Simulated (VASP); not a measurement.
# SnTe (I4/mmm) in VASP: further runs

The runs below take SnTe through single point, with PBE.

All numbers are computed with VASP 6.6.1; they aren't measurements. Logs are shortened: lines on timing, memory, paths and dates and some standing lists are left out, and cuts for length are marked.

## 1. The cell of the first run

Symmetry: I4/mmm, No. 139, tetragonal system. Conventional cell: a = 4.821 Å, b = 4.821 Å, c = 6.313 Å, α = 90.00°, β = 90.00°, γ = 90.00°. Within 4.2 Å of Sn (site symmetry 4/mmm) lie 6 Te at 3.16 to 3.41 Å. Within 4.2 Å of Te (site symmetry 4/mmm) lie 6 Sn at 3.16 to 3.41 Å.

## 2. Single point, PBE (strain +0.080 along x and y, +0.000 along z)

The input, INCAR:

```
SYSTEM = SnTe
PREC     = Accurate       ! precision mode
ENCUT    = 520            ! plane-wave cutoff, eV
EDIFF    = 1E-7           ! SCF threshold, eV
ISMEAR   = 0              ! smearing method
SIGMA    = 0.03           ! smearing width, eV
LREAL    = .FALSE.        ! projectors in reciprocal space
LASPH    = .TRUE.         ! aspherical terms in the spheres
NELM     = 100            ! most SCF steps
ALGO     = Normal         ! electronic algorithm
ISIF     = 2              ! what is computed and relaxed
LWAVE    = .FALSE.        ! write WAVECAR
LCHARG   = .TRUE.         ! write CHGCAR
GGA      = PE             ! functional
LELF     = .TRUE.         ! ELF
LVHAR    = .TRUE.       
NBANDS   = 17             ! bands
```

The input, KPOINTS:

```
Automatic mesh
0
G
  10 10 10
  0 0 0
```

The input, POSCAR:

```
SnTe
1.0
    0.0000000000      3.4090200000      3.1565000000
    3.4090200000      0.0000000000      3.1565000000
    3.4090200000      3.4090200000      0.0000000000
Sn Te
1 1
Direct
    0.0000000000      0.0000000000      0.0000000000
    0.5000000000      0.5000000000      0.5000000000
```

Potentials or basis: VASP PAW PBE potentials, release 64 (Sn_d, Te).

Run with:

```console
cat potpaw_PBE.64/Sn_d/POTCAR potpaw_PBE.64/Te/POTCAR > POTCAR
mpirun -np 1 vasp_std > vasp.out
```

OUTCAR:

```text
SYSTEM = SnTe
   PREC = Accurate
   ENCUT = 520
   EDIFF = 1E-7
   ISMEAR = 0
   LREAL = .FALSE.
   LASPH = .TRUE.
   NELM = 100
   ISIF = 2
   GGA = PE

 ion  position               nearest neighbor table
   1  0.000  0.000  0.000-   2 3.16   2 3.16   2 3.41   2 3.41   2 3.41   2 3.41
   2  0.500  0.500  0.500-   1 3.16   1 3.16   1 3.41   1 3.41   1 3.41   1 3.41

  LATTYP: Found a body centered tetragonal cell.
 ALAT       =     4.8210823184
 C/A-ratio  =     1.3094570022

  Lattice vectors:

 A1 = (   0.0000000000,  -3.4090200000,  -3.1565000000)
 A2 = (   0.0000000000,   3.4090200000,  -3.1565000000)
 A3 = (   3.4090200000,   0.0000000000,   3.1565000000)

Analysis of symmetry for initial positions (statically):
=====================================================================
 Subroutine PRICEL returns:
 Original cell was already a primitive cell.

 Routine SETGRP: Setting up the symmetry group for a
 body centered tetragonal supercell.

 Subroutine GETGRP returns: Found 16 space group operations
 (whereof 16 operations were pure point group operations)
 out of a pool of 16 trial point group operations.

The static configuration has the point symmetry D_4h.

Analysis of symmetry for dynamics (positions and initial velocities):
=====================================================================
 Subroutine PRICEL returns:
 Original cell was already a primitive cell.

 Routine SETGRP: Setting up the symmetry group for a
 body centered tetragonal supercell.

 Subroutine GETGRP returns: Found 16 space group operations
 (whereof 16 operations were pure point group operations)
 out of a pool of 16 trial point group operations.

The dynamic configuration has the point symmetry D_4h.

 Subroutine INISYM returns: Found 16 space group operations
 (whereof 16 operations are pure point group operations),
 and found     1 'primitive' translations

----------------------------------------------------------------------------------------

                                     Primitive cell

  volume of cell :      73.3660

  direct lattice vectors                    reciprocal lattice vectors
     0.000000000  3.409020000  3.156500000    -0.146669717  0.146669717  0.158403295
     3.409020000  0.000000000  3.156500000     0.146669717 -0.146669717  0.158403295
     3.409020000  3.409020000  0.000000000     0.146669717  0.146669717 -0.158403295

  length of vectors
     4.645956264  4.645956264  4.821082318     0.260989685  0.260989685  0.260989685

  position of ions in fractional coordinates (direct lattice)
     0.000000000  0.000000000  0.000000000
     0.500000000  0.500000000  0.500000000

  ion indices of the primitive-cell ions
   primitive index   ion index
                 1           1
                 2           2

----------------------------------------------------------------------------------------

 KPOINTS: Automatic mesh

Automatic generation of k-mesh.
 Grid dimensions read from file:
 generate k-points for:   10   10   10

 Generating k-lattice:

  Cartesian coordinates                     Fractional coordinates (reciprocal lattice)
    -0.014666972  0.014666972  0.015840329     0.100000000  0.000000000  0.000000000
     0.014666972 -0.014666972  0.015840329     0.000000000  0.100000000  0.000000000
     0.014666972  0.014666972 -0.015840329     0.000000000  0.000000000  0.100000000

  Length of vectors
     0.026098969  0.026098969  0.026098969

  Shift w.r.t. Gamma in fractional coordinates (k-lattice)
     0.000000000  0.000000000  0.000000000

 Subroutine IBZKPT returns following result:
 ===========================================

 Found    102 irreducible k-points:

 Following reciprocal coordinates:
            Coordinates               Weight
  0.000000  0.000000  0.000000      1.000000
  0.100000  0.000000  0.000000      8.000000
  0.200000  0.000000  0.000000      8.000000
  0.300000  0.000000  0.000000      8.000000
  0.400000  0.000000  0.000000      8.000000
  0.500000  0.000000  0.000000      4.000000
[... 16 lines left out ...]
  0.300000  0.300000  0.000000      2.000000
  0.400000  0.300000  0.000000      8.000000
 [... further k-points ...]
   k-points           NKPTS =    102   k-points in BZ     NKDIM =    102   number of bands    NBANDS=     17
   number of dos      NEDOS =    301   number of ions     NIONS =      2
   total plane-waves  NPLWV =  46656
   dimension x,y,z NGX =    36 NGY =   36 NGZ =   36
   dimension x,y,z NGXF=    72 NGYF=   72 NGZF=   72
   ions per type =               1   1
   NGX,Y,Z   is equivalent  to a cutoff of  12.88, 12.88, 12.41 a.u.
   NGXF,Y,Z  is equivalent  to a cutoff of  25.76, 25.76, 24.83 a.u.
 SYSTEM =  SnTe
   PREC   = accura    normal or accurate (medium, high low for compatibility)
   ISTART =      0    job   : 0-new  1-cont  2-samecut
   ICHARG =      2    charge: 1-file 2-atom 10-const
   ISPIN  =      1    spin polarized calculation?
   LNONCOLLINEAR =      F non collinear calculations
   LSORBIT =      F    spin-orbit coupling
   LASPH  =      T    aspherical Exc in radial PAW
   ENCUT  =  520.0 eV  38.22 Ry    6.18 a.u.   8.64  8.64  8.96*2*pi/ulx,y,z
   NELM   =    100;   NELMIN=  2; NELMDL= -5     # of ELM steps
   EDIFF  = 0.1E-06   stopping-criterion for ELM
   LREAL  =      F    real-space projection
   EDIFFG = 0.1E-05   stopping-criterion for IOM
   NSW    =      0    number of steps for IOM
   IBRION =     -1    ionic relax: 0-MD 1-quasi-New 2-CG
   NFREE  =      0    steps in history (QN), initial steepest desc. (CG)
   ISIF   =      2    stress and relaxation
   ISYM   =      2    0-nonsym 1-usesym 2-fastsym
   POTIM  = 0.5000    time-step for ionic-motion
   TEBEG  =    0.0;   TEEND  =   0.0 temperature during run
   PSTRESS=    0.0 pullay stress
   NELECT =      20.0000    total number of electrons
   NUPDOWN=      -1.0000    fix difference up-down
   EMIN   =  10.00;   EMAX   =-10.00  energy-range for DOS
   EFERMI =   0.00;   METHOD = LEGACY
   ISMEAR =     0;   SIGMA  =   0.03  broadening in eV -4-tet -1-fermi 0-gaus
   EFERMI_NEDOS =   21; number of points for ismear=-14 and -15
   IALGO  =     38    algorithm
   IMIX   =      4    mixing-type and parameters
     AMIX     =   0.40;   BMIX     =  1.00
     AMIX_MAG =   1.60;   BMIX_MAG =  1.00
  volume/ion in A,a.u.               =      36.68       247.55
  Fermi-wavevector in a.u.,A,eV,Ry     =   1.061500  2.005944 15.330794  1.126782
  Thomas-Fermi vector in A             =   2.196918
   LORBIT       =      0    0 simple, 1 ext, 2 COOP (PROOUT), +10 PAW based schemes
   GGA     = PE    functional components
   LHFCALC =     F    Hartree Fock is set to
   AEXX    =    0.0000 exact exchange contribution
   IVDW    =     0    specifies the selected vdW correction
   LEPSILON=     F    determine dielectric tensor
   LRPA    =     F    only Hartree local field effects (RPA)
 non-spin polarized calculation
 Gauss-broadening in eV      SIGMA  =   0.03
  energy-cutoff  :      520.00
  volume of cell :       73.37
 maximum number of plane-waves:      2000
   NGX = 17   NGY = 17   NGZ = 17

 number of electron      20.0000000 magnetization

 Free energy of the ion-electron system (eV)
  ---------------------------------------------------
  ext. energy  EPLUGINS =         0.00000000
  ---------------------------------------------------
  free energy    TOTEN  =        -7.40800492 eV

  energy without entropy =       -7.40800337  energy(sigma->0) =       -7.40800415

 E-fermi :   5.0808     XC(G=0):  -8.7871

 val. band max:        5.0173718342   @ k =   0.5000   0.0000   0.0000
 cond. band min:       5.1442556993   @ k =   0.5000   0.0000   0.0000
 fundamental gap:      0.1268838651
 Fermi energy:         5.0808137773

 k-point     1 :       0.0000    0.0000    0.0000
  band No.  band energies     occupation
      1     -16.8078      2.00000
      2     -16.8061      2.00000
      3     -16.7753      2.00000
      4     -16.7753      2.00000
      5     -16.7665      2.00000
      6      -6.6521      2.00000
[... 9 lines left out ...]
     16      10.4894      0.00000
     17      11.3499      0.00000

 k-point     2 :       0.1000    0.0000    0.0000
  band No.  band energies     occupation
      1     -16.8077      2.00000
      2     -16.8061      2.00000
      3     -16.7751      2.00000
      4     -16.7750      2.00000
      5     -16.7668      2.00000
      6      -6.5869      2.00000
[... 9 lines left out ...]
     16      10.5357      0.00000
     17      11.8541      0.00000

 k-point     3 :       0.2000    0.0000    0.0000
  band No.  band energies     occupation
      1     -16.8075      2.00000
      2     -16.8061      2.00000
      3     -16.7745      2.00000
      4     -16.7742      2.00000
      5     -16.7674      2.00000
      6      -6.4010      2.00000
[... 9 lines left out ...]
     16      10.9269      0.00000
     17      12.9922      0.00000

 k-point     4 :       0.3000    0.0000    0.0000
  band No.  band energies     occupation
      1     -16.8072      2.00000
      2     -16.8062      2.00000
      3     -16.7739      2.00000
      4     -16.7732      2.00000
      5     -16.7681      2.00000
      6      -6.1299      2.00000
[... 9 lines left out ...]
     16      11.6712      0.00000
     17      14.2138      0.00000
[... 343 lines left out ...]
      1     -16.8067      2.00000
      2     -16.8064      2.00000
      3     -16.7738      2.00000
      4     -16.7731      2.00000
      5     -16.7684      2.00000
      6      -6.0900      2.00000
[... 9 lines left out ...]
     16      13.4153      0.00000
     17      13.7822      0.00000

 k-point    23 :       0.3000    0.3000    0.0000
  band No.  band energies     occupation
      1     -16.8092      2.00000
      2     -16.8040      2.00000
      3     -16.7717      2.00000
      4     -16.7714      2.00000
      5     -16.7714      2.00000
      6      -5.8693      2.00000
[... 9 lines left out ...]
     16      12.6081      0.00000
     17      13.9003      0.00000

 k-point    24 :       0.4000    0.3000    0.0000
  band No.  band energies     occupation
      1     -16.8093      2.00000
      2     -16.8037      2.00000
      3     -16.7729      2.00000
      4     -16.7706      2.00000
      5     -16.7706      2.00000
      6      -5.6649      2.00000
[... 9 lines left out ...]
     16      13.2829      0.00000
     17      14.9109      0.00000

 [... further k-points ...]
[... 5 lines left out ...]
  --------------------------------------------------------------------------------------
  -------------------------------------------------------------------------------------
  Total       -2.2538166     -2.2538166      0.5482992      0.0000000     -0.0000000      0.0000000
  in kB      -49.2191690    -49.2191690     11.9738360      0.0000000     -0.0000000      0.0000000
  external PRESSURE =     -28.8215007 kB  Pullay stress =       0.0000000 kB

 VOLUME and BASIS-vectors are now :
 -----------------------------------------------------------------------------
  energy-cutoff  :      520.00
  volume of cell :       73.37
      direct lattice vectors                 reciprocal lattice vectors
     0.000000000  3.409020000  3.156500000    -0.146669717  0.146669717  0.158403295
     3.409020000  0.000000000  3.156500000     0.146669717 -0.146669717  0.158403295
     3.409020000  3.409020000  0.000000000     0.146669717  0.146669717 -0.158403295

 POSITION                                       TOTAL-FORCE (eV/Angst)
 -----------------------------------------------------------------------------------
      0.00000      0.00000      0.00000        -0.000000     -0.000000      0.000000
      3.40902      3.40902      3.15650         0.000000      0.000000     -0.000000
 -----------------------------------------------------------------------------------
    total drift:                               -0.000000      0.000000      0.000000

  FREE ENERGIE OF THE ION-ELECTRON SYSTEM (eV)
  ---------------------------------------------------
  free  energy   TOTEN  =        -7.4080049215 eV

  energy  without entropy=       -7.4080033747  energy(sigma->0) =       -7.40800415
```

Wall time 87 s (1 thread of Intel Xeon Platinum 8259CL at 2.50GHz (Skylake/Cascade Lake), shared host); peak memory 0.29 GiB.

Results:

```yaml
Free_energy: -7.4080 eV
Pressure: -2.9 GPa
Band_gap_on_the_k_mesh: 0.13 eV, direct
```

Levels at points of the mesh, in eV from the valence-band top:
```
           k point  band 7  band 8  band 9  band 10  band 11  band 12  band 13  band 14
(0.00, 0.00, 0.00)   -5.10   -2.16   -1.39    -1.39     2.57     2.57     4.25     4.97
(0.50, 0.00, 0.00)   -7.54   -1.41   -1.32     0.00     0.13     0.54     0.90     7.50
(0.50, 0.50, 0.00)   -6.46   -4.56   -3.03    -3.03     2.75     4.10     4.10     6.17
(0.50, 0.00, 0.50)   -6.15   -4.38   -3.29    -2.48     2.94     3.54     5.03     5.30
```

Caveat: the cell differs from its parent crystal (strain +0.080 along x and y, +0.000 along z); spin-orbit coupling is left out, which moves the levels of the heavy elements. A k mesh can miss the band edges.

## 3. Single point, PBE (strain -0.080 along x and y, +0.000 along z)

The input, INCAR:

```
  PREC = Accurate
  ENCUT = 520
  EDIFF = 1E-7
  ISMEAR = 0
  SIGMA = 0.03
  LREAL = False
  LASPH = True
  NELM = 100
  ALGO = Normal
  ISIF = 2
  LWAVE = False
  LCHARG = False
  GGA = PE
  NBANDS = 17
```

The input, KPOINTS:

```
regular mesh
0
Gamma
  10 10 10
```

The input, POSCAR:

```
SnTe
1.0
    0.0000000000      2.9039800000      3.1565000000
    2.9039800000      0.0000000000      3.1565000000
    2.9039800000      2.9039800000      0.0000000000
Sn Te
1 1
Direct
    0.0000000000      0.0000000000      0.0000000000
    0.5000000000      0.5000000000      0.5000000000
```

Potentials or basis: VASP PAW PBE potentials, release 64 (Sn_d, Te).

Run with:

```console
cat potpaw_PBE.64/Sn_d/POTCAR potpaw_PBE.64/Te/POTCAR > POTCAR
mpirun -np 1 vasp_std > vasp.out
```

Run time: 2.8 min. Hardware: 1 thread of AMD EPYC 7R43 (Zen 3), shared host; peak memory 0.21 GiB.

The run converged. Its results:

* Free energy: -6.9568 eV
* Pressure: 14.7 GPa
* Band gap on the k mesh: zero (band 10 reaches 9.56 eV, above the bottom of band 11 at 8.92 eV)

Stress tensor (GPa, compression positive):
```
20.42  0.00  0.00
 0.00 20.42  0.00
 0.00  0.00  3.31
```

Levels at points of the mesh, in eV from the Fermi level:
| k point | band 8 | band 9 | band 10 | band 11 | band 12 | band 13 |
| --- | --- | --- | --- | --- | --- | --- |
| (0.00, 0.00, 0.00) | -2.89 | -2.89 | -1.94 | 2.33 | 4.09 | 4.54 |
| (0.50, 0.00, 0.00) | -2.39 | -2.00 | -0.46 | 0.36 | 0.39 | 0.74 |
| (0.50, 0.50, 0.00) | -5.98 | -4.38 | -4.38 | 1.72 | 6.11 | 6.11 |
| (0.50, 0.00, 0.50) | -6.78 | -5.16 | -4.11 | 1.49 | 4.50 | 7.03 |

Caveat: the cell differs from its parent crystal (strain -0.080 along x and y, +0.000 along z); spin-orbit coupling is left out, which moves the levels of the heavy elements.

## 4. Single point, PBE (strain -0.040 along x and y, -0.080 along z)

The input, INCAR:

```
PREC     = Accurate       # precision mode
ENCUT    = 520            # plane-wave cutoff, eV
EDIFF    = 1E-6           # SCF threshold, eV
ISMEAR   = 0              # smearing method
SIGMA    = 0.03           # smearing width, eV
LREAL    = False          # projectors in reciprocal space
LASPH    = True           # aspherical terms in the spheres
NELM     = 100            # most SCF steps
ALGO     = Normal         # electronic algorithm
ISIF     = 2              # what is computed and relaxed
LWAVE    = False          # write WAVECAR
LCHARG   = True           # write CHGCAR
GGA      = PE             # functional
LELF     = True           # ELF
LVHAR    = True         
NBANDS   = 17             # bands
```

The input, KPOINTS:

```
Automatic mesh
0
Gamma
  10 10 10
```

The input, POSCAR:

```
SnTe
1.0
    0.0000000000      3.0302400000      2.9039800000
    3.0302400000      0.0000000000      2.9039800000
    3.0302400000      3.0302400000      0.0000000000
Sn Te
1 1
Direct
    0.0000000000      0.0000000000      0.0000000000
    0.5000000000      0.5000000000      0.5000000000
```

Run with:

```console
cat potpaw_PBE.64/Sn_d/POTCAR potpaw_PBE.64/Te/POTCAR > POTCAR
mpirun -np 1 vasp_std > vasp.out
```

Wall time 2.1 min (1 thread of AMD EPYC 7R43 (Zen 3), shared host); peak memory 0.2 GiB.

The run converged. Its results:

```yaml
Free_energy: -7.0763 eV
Pressure: 13.8 GPa
Band_gap_on_the_k_mesh: zero (band 10 reaches 9.15 eV, above the bottom of band 11 at 9.08 eV)
```

Stress tensor (GPa, compression positive):
```
10.25  0.00  0.00
 0.00 10.25  0.00
 0.00  0.00 20.95
```

Levels at points of the mesh, in eV from the Fermi level:
| k point | band 7 | band 8 | band 9 | band 10 | band 11 | band 12 | band 13 | band 14 |
| --- | --- | --- | --- | --- | --- | --- | --- | --- |
| (0.00, 0.00, 0.00) | -3.96 | -3.00 | -2.46 | -2.46 | 3.24 | 3.24 | 4.30 | 4.30 |
| (0.50, 0.00, 0.00) | -9.38 | -2.33 | -2.19 | -0.26 | -0.08 | 0.31 | 0.54 | 8.17 |
| (0.50, 0.50, 0.00) | -6.90 | -6.89 | -4.72 | -4.72 | 1.36 | 5.61 | 5.61 | 8.08 |
| (0.50, 0.00, 0.50) | -6.83 | -6.51 | -4.85 | -4.30 | 1.51 | 5.12 | 6.48 | 7.42 |

Caveat: the cell differs from its parent crystal (strain -0.040 along x and y, -0.080 along z); spin-orbit coupling is left out, which moves the levels of the heavy elements.

## 5. Single point, PBE (strain -0.080 along x and y, +0.040 along z)

The input, INCAR:

```
SYSTEM = SnTe
ALGO = Normal ; EDIFF = 1E-7
ENCUT = 520 ; GGA = PE
ISIF = 2 ; ISMEAR = 0
LASPH = .True. ; LCHARG = .False.
LREAL = .False. ; LWAVE = .False.
NBANDS = 17 ; NELM = 60
PREC = Accurate ; SIGMA = 0.03
```

The input, KPOINTS:

```
k-points
0
Gamma
  10 10 10
  0 0 0
```

The input, POSCAR:

```
SnTe
1.0
    0.0000000000      2.9039800000      3.2827600000
    2.9039800000      0.0000000000      3.2827600000
    2.9039800000      2.9039800000      0.0000000000
Sn Te
1 1
Direct
    0.0000000000      0.0000000000      0.0000000000
    0.5000000000      0.5000000000      0.5000000000
```

Run with:

```console
cat potpaw_PBE.64/Sn_d/POTCAR potpaw_PBE.64/Te/POTCAR > POTCAR
mpirun -np 1 vasp_std > vasp.out
```

It took 2.3 min on 1 thread of AMD EPYC 7R43 (Zen 3), shared host; peak memory 0.22 GiB.

Results (log left out):

| Property | Result |
| --- | --- |
| Free energy | -6.9676 eV |
| Pressure | 12.3 GPa |
| Band gap on the k mesh | zero (band 10 reaches 9.13 eV, above the bottom of band 11 at 8.27 eV) |

Stress tensor (GPa, compression positive):
```
19.13  0.00  0.00
 0.00 19.13  0.00
 0.00  0.00 -1.33
```

Levels at points of the mesh, in eV from the Fermi level:
```tsv
k point	band 8	band 9	band 10	band 11	band 12	band 13
(0.00, 0.00, 0.00)	-2.80	-2.80	-1.56	1.93	4.11	4.90
(0.50, 0.00, 0.00)	-2.28	-1.75	-0.44	0.62	0.67	0.88
(0.50, 0.50, 0.00)	-5.59	-4.02	-4.02	2.07	6.16	6.16
(0.50, 0.00, 0.50)	-6.49	-5.09	-3.60	1.77	3.92	7.42
```

Caveat: the cell differs from its parent crystal (strain -0.080 along x and y, +0.040 along z); spin-orbit coupling is left out, which moves the levels of the heavy elements.

[end of part 1 of 2]
